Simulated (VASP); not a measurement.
BaZrO3, 5 atoms in the cell. The structure is orthorhombic, space group Amm2 (No. 38). Conventional cell: a = 4.181 Å, b = 5.914 Å, c = 5.914 Å, α = 90.00°, β = 90.00°, γ = 90.00°. Within 3.8 Å of Ba (site symmetry mm2) lie 12 O at 2.81 to 3.11 Å and 8 Zr at 3.50 to 3.74 Å. Within 2.8 Å of Zr (site symmetry mm2) lie 6 O at 2.09 Å. Within 3.1 Å of O (site symmetry m) lie 2 Zr at 2.09 Å and 4 Ba at 2.88 to 3.03 Å and 8 O at 2.96 Å. Within 3.2 Å of O (site symmetry mm2) lie 2 Zr at 2.09 Å and 4 Ba at 2.81 to 3.11 Å and 8 O at 2.96 Å.  This cell differs from its parent crystal: all Ba atoms moved +0.150 Å, as atom 1 along Cartesian [1 -1 0].

```yaml
Program: VASP 6.6.1
Task: single point
Functional: PBE
Potentials_or_basis: VASP PAW PBE potentials, release 64 (Ba_sv, Zr_sv, O_h)
Cutoff: 910 eV
k_mesh: 6 × 6 × 6
Occupations: gaussian, width 0.05 eV
Spin: no spin polarisation
Dipole_correction: no
Further_INCAR_settings: ALGO = Normal; EDIFF = 1e-06; NBANDS = 28
```

Potentials or basis: VASP PAW PBE potentials, release 64 (Ba_sv, Zr_sv, O_h).

The run is started by

```bash
$ cat potpaw_PBE.64/Ba_sv/POTCAR potpaw_PBE.64/Zr_sv/POTCAR potpaw_PBE.64/O_h/POTCAR > POTCAR
$ mpirun -np 1 vasp_std > vasp.out
```

Hardware: 1 thread of Intel(R) Xeon(R) Platinum 8259CL CPU @ 2.50GHz (Skylake/Cascade Lake), on a shared host.

Task: How long does it take, and how much memory?

Result: Run time: 3.5 min on 1 thread of Intel(R) Xeon(R) Platinum 8259CL CPU @ 2.50GHz (Skylake/Cascade Lake), on a shared host, peak memory 0.42 GiB. Counts: scf iterations 15, k points 52.
